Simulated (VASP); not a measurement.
A run of VASP 6.6.1 is set up as follows.

The input INCAR:

```
ALGO     = Fast           # electronic algorithm
EDIFF    = 1E-7           # SCF threshold, eV
ENCUT    = 520            # plane-wave cutoff, eV
GGA      = PE             # functional
ISIF     = 2              # what is computed and relaxed
ISMEAR   = 0              # smearing method
ISPIN    = 2              # spin polarisation
LASPH    = T              # aspherical terms in the spheres
LCHARG   = F              # write CHGCAR
LMAXMIX  = 4              # l up to which the mixer works
LORBIT   = 11             # projections on sites
LREAL    = F              # projectors in reciprocal space
LWAVE    = F              # write WAVECAR
MAGMOM   = 0 -2 -2 2      # initial moments
NBANDS   = 28             # bands
NELM     = 150            # most SCF steps
PREC     = Accurate       # precision mode
SIGMA    = 0.1            # smearing width, eV
```

KPOINTS

```
k-points
0
Gamma
  6 6 6
```

The input POSCAR:

```
AlNi3
1.0
    3.5230548400      0.0000000000      0.0000000000
    0.0000000000      3.5230548400      0.0000000000
    0.0000000000      0.0000000000      3.5230548400
Al Ni
1 3
Direct
    0.0000000000      0.0000000000      0.0000000000
    0.0000000000      0.5000000000      0.5000000000
    0.5000000000      0.0000000000      0.5000000000
    0.5000000000      0.5000000000      0.0000000000
```

Potentials or basis: VASP PAW PBE potentials, release 64 (Al, Ni).

Command:

```bash
$ cat potpaw_PBE.64/Al/POTCAR potpaw_PBE.64/Ni/POTCAR > POTCAR
$ mpirun -np 1 vasp_std > vasp.out
```

Question: Estimate the pressure.

Answer: 7.3 GPa.

Question: What does it give for the net moment?

Answer: -0.72 μB per cell.

Caveat: the cell stands under pressure.
